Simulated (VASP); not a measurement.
Crystal: BN.

```
B N
1.0
     2.55394    0.00000    0.00000
    -1.27697    2.21178    0.00000
     0.00000    0.00000    4.22685
B N
2 2
Direct
  0.66667 0.33333 0.99972
  0.33333 0.66667 0.49972
  0.66667 0.33333 0.62528
  0.33333 0.66667 0.12528
```

Program: VASP 6.6.1. Alike in all runs: task single point; potentials or basis VASP PAW PBE potentials, release 64 (B, N); no spin polarisation; cell as given.

Order these runs on this cell by their pressure, lowest first.
A. level PBE; k mesh 3 × 3 × 2; cutoff (eV) 600; smearing fermi-dirac 0.1 eV
B. level PBE+D4; k mesh 6 × 6 × 4; cutoff (eV) 600; smearing gaussian 0.136057 eV
C. level BLYP; k mesh 1 × 3 × 3; cutoff (eV) 600; smearing gaussian 0.1 eV
D. level PBE; k mesh 6 × 6 × 4; cutoff (eV) 600; smearing tetrahedron
E. level RPBE; k mesh 6 × 6 × 4; cutoff (eV) 520; smearing gaussian 0.1 eV

B (-5.6 GPa), D (-0.1 GPa), A (1.7 GPa), E (6.0 GPa), C (44.8 GPa).

Caveats: all runs use coarse meshes; the PAW data sets were made with another functional, which shifts forces and pressure a little (some runs).
